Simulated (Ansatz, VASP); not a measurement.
**Pb in VASP and in Ansatz**

INCAR

```
PREC = Accurate
ENCUT = 520
EDIFF = 1E-6
ISMEAR = 0
SIGMA = 0.15
LREAL = False
LASPH = True
NELM = 100
ALGO = Normal
ISIF = 2
LWAVE = False
LCHARG = True
GGA = PS
LELF = True
LVHAR = True
NBANDS = 13
```

KPOINTS

```
Automatic mesh
0
Gamma
  16 16 16
```

File POSCAR:

```
Pb
1.0
    0.0000000000      2.3463100000      2.3463100000
    2.3463100000      0.0000000000      2.3463100000
    2.3463100000      2.3463100000      0.0000000000
Pb
1
Direct
    0.0000000000      0.0000000000      0.0000000000
```

Input for Ansatz:

```yaml
crystal:
  lattice:
    - [0.0, 2.34631, 2.34631]
    - [2.34631, 0.0, 2.34631]
    - [2.34631, 2.34631, 0.0]
  atoms:
    - { symbol: Pb, position: [0.0, 0.0, 0.0] }
basis:
  ecutwfc: 420
kpoints:
  mp_grid: { grid: [16, 16, 16] }
hamiltonian:
  xc: pbesol
scf:
  occupations: { method: gaussian, width: 0.15 }
output:
  forces: true
  stress: true
  eigenvalues: true
```

Change from the starting cell: strain -0.050 along x and y, -0.050 along z, atoms carried along.

Alike in both runs: task single point; functional PBEsol; k mesh 16 × 16 × 16; occupations gaussian, width 0.15 eV; no spin polarisation.

```csv
,VASP,Ansatz
version,VASP 6.6.1,Ansatz 0.2.0
potentials or method,"VASP PAW PBE potentials, release 64 (Pb_d), cutoff 520 eV","scalar-relativistic, plane waves, PAW"
valence electrons in the cell,14,14
```

```csv
,VASP,Ansatz,Ansatz less VASP
gap on the k mesh at the Fermi level (eV),none,none,-
pressure (GPa),10.3,10.4,+0.08
```

VASP's potentials were made for PBE, not for PBEsol. A gap of «none» marks a metal or a gap that the smearing closes.

Spin-orbit coupling is off throughout.
